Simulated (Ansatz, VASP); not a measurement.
# Cd4Sn: VASP beside Ansatz

```
Sn Cd
1.0
     5.26252    0.00000    0.00000
     0.00000    5.26252    0.00000
     0.00000    0.00000    5.26252
Sn Cd
1 4
Cartesian
  0.0000 0.0000 0.0000
  1.3156 1.3156 1.3156
  3.9469 3.9469 1.3156
  1.3156 3.9469 3.9469
  3.9469 1.3156 3.9469
```

Alike in both runs: task relaxation of cell and atoms; functional PBE; k mesh 4 × 4 × 4; no spin polarisation.

|  | VASP | Ansatz |
| --- | --- | --- |
| version | VASP 6.6.1 | Ansatz 0.2.0 |
| potentials or method | VASP PAW PBE potentials, release 64 (Sn_d, Cd), cutoff 600 eV | PAW plane waves |
| occupations | fermi-dirac, width 0.1 eV | fermi-dirac |
| valence electrons in the cell | 62 | 94 |

Ansatz gave:

```
gap on the k mesh at the Fermi level, each at its own relaxed structure (eV) : none
relaxed volume (Å³/atom)                                                     : 30.04
relaxed cell length with the largest relative difference (Å)                 : 5.316
```

Q: Which values does VASP return?

A: gap on the k mesh at the Fermi level, each at its own relaxed structure (eV): none; relaxed volume (Å³/atom): 30.12; relaxed cell length with the largest relative difference (Å): 5.320.

A gap of «none» marks a metal or a gap that the smearing closes. VASP's potentials hold 62 valence electrons a cell and Ansatz's 94, so a difference there can come from the potentials and not from the codes.
